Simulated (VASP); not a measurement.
Write the native input for VASP 6.6.1 that does the following.

- Task: single point
- Functional: r2SCAN
- Potentials or basis: VASP PAW PBE potentials, release 64 (Hg, Se)
- Cutoff: 550 eV
- k mesh: 6 × 6 × 6
- Occupations: methfessel-paxton, width 0.05 eV
- Spin: no spin polarisation
- Dipole correction: no
- Further INCAR settings: ALGO = Normal; EDIFF = 1e-06; NBANDS = 16

Crystal: HgSe.

```
Hg Se
1.0
     0.00000    3.09267    3.09267
     3.09267    0.00000    3.09267
     3.09267    3.09267    0.00000
Hg Se
1 1
Direct
  0.00000 0.00000 0.00000
  0.25000 0.25000 0.25000
```

One way to write it, as run:

POSCAR

```
HgSe
1.0
    0.0000000000      3.0926746572      3.0926746572
    3.0926746572      0.0000000000      3.0926746572
    3.0926746572      3.0926746572      0.0000000000
Hg Se
1 1
Direct
    0.0000000000      0.0000000000      0.0000000000
    0.2500000000      0.2500000000      0.2500000000
```

INCAR.step1

```
ALGO     = Normal         # electronic algorithm
EDIFF    = 1E-5           # SCF threshold, eV
ENCUT    = 550            # plane-wave cutoff, eV
GGA      = PE             # functional
GGA_COMPAT= F            
ISMEAR   = 1              # smearing method
LASPH    = T              # aspherical terms in the spheres
LCHARG   = F              # write CHGCAR
LREAL    = F              # projectors in reciprocal space
LWAVE    = T              # write WAVECAR
NBANDS   = 16             # bands
NELM     = 120            # most SCF steps
PREC     = Accurate       # precision mode
SIGMA    = 0.05           # smearing width, eV
```

INCAR.step2

```
ALGO     = Normal         # electronic algorithm
EDIFF    = 1E-6           # SCF threshold, eV
ENCUT    = 550            # plane-wave cutoff, eV
GGA_COMPAT= F            
ISIF     = 2              # what is computed and relaxed
ISMEAR   = 1              # smearing method
ISTART   = 1            
LASPH    = T              # aspherical terms in the spheres
LCHARG   = F              # write CHGCAR
LMIXTAU  = T            
LREAL    = F              # projectors in reciprocal space
LWAVE    = F              # write WAVECAR
METAGGA  = R2SCAN         # meta-GGA
NBANDS   = 16             # bands
NELM     = 120            # most SCF steps
PREC     = Accurate       # precision mode
SIGMA    = 0.05           # smearing width, eV
```

KPOINTS

```
k-points
0
Gamma
  6 6 6
```

Potentials or basis: VASP PAW PBE potentials, release 64 (Hg, Se).

Run with:

```bash
$ cat potpaw_PBE.64/Hg/POTCAR potpaw_PBE.64/Se/POTCAR > POTCAR
$ cp INCAR.step1 INCAR
$ mpirun -np 1 vasp_std > vasp.out
$ cp INCAR.step2 INCAR
$ mpirun -np 1 vasp_std > vasp.out
```

Results of the run:

```json
{
  "Pressure": "0.2 GPa",
  "Band gap on the k mesh": "zero (filled and empty bands touch)"
}
```

Caveat: semilocal functionals underestimate gaps, so a narrow gap can read as zero; the PAW data sets were made with another functional, which shifts forces and pressure a little; spin-orbit coupling is left out, which moves the levels of the heavy elements.

Run time: 2.5 min on 1 thread of Intel Xeon 8259CL, on a shared host, peak memory 0.22 GiB.
